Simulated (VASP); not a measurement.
Wanted: the native input for a VASP 6.6.1 run.

* Task: single point
* Functional: PBE
* Potentials or basis: VASP PAW PBE potentials, release 64 (Pt)
* Cutoff: 520 eV
* k mesh: 15 × 15 × 2
* Occupations: gaussian, width 0.1 eV
* Spin: no spin polarisation
* Dipole correction: no
* Further INCAR settings: ALGO = Normal; EDIFF = 1e-06; NBANDS = 72

The structure of Pt (an interface model) lies in POSCAR:

```
Pt
1.0
    2.8072945027      0.0000000000      0.0000000000
   -1.4036472513      2.4311883552      0.0000000000
    0.0000000000      0.0000000000     27.6077196871
Pt
12
Direct
    0.0000000000      0.0000000000      0.0000000000
    0.3333333333      0.6666666667      0.0840414926
    0.6666666667      0.3333333333      0.1669932956
    0.0000000000      0.0000000000      0.2500000000
    0.3333333333      0.6666666667      0.3330067044
    0.6666666667      0.3333333333      0.4159585074
    0.3333333333      0.6666666667      0.9159585074
    0.6666666667      0.3333333333      0.8330067044
    0.0000000000      0.0000000000      0.7500000000
    0.3333333333      0.6666666667      0.6669932956
    0.6666666667      0.3333333333      0.5840414926
    0.0000000000      0.0000000000      0.5000000000
```

These files were run (other wordings do the same):

INCAR

```
  PREC = Accurate
  ENCUT = 520
  EDIFF = 1E-6
  ISMEAR = 0
  SIGMA = 0.1
  LREAL = False
  LASPH = True
  NELM = 60
  ALGO = Normal
  ISIF = 2
  LWAVE = False
  LCHARG = True
  GGA = PE
  LELF = True
  LVHAR = True
  NBANDS = 72
```

KPOINTS

```
Automatic mesh
0
Gamma
  15 15 2
```

Potentials or basis: VASP PAW PBE potentials, release 64 (Pt).

Run with:

```bash
$ cat potpaw_PBE.64/Pt/POTCAR > POTCAR
$ mpirun -np 1 vasp_std > vasp.out
```

It gave:

```yaml
Pressure: -1.2 GPa
Largest_force: 0.005 eV/Å
```

Caveat: the highest band is partly filled, so the run has too few bands.

Wall time 39 min on 1 thread of Intel Xeon 8259CL, on a shared host, peak memory 0.66 GiB.
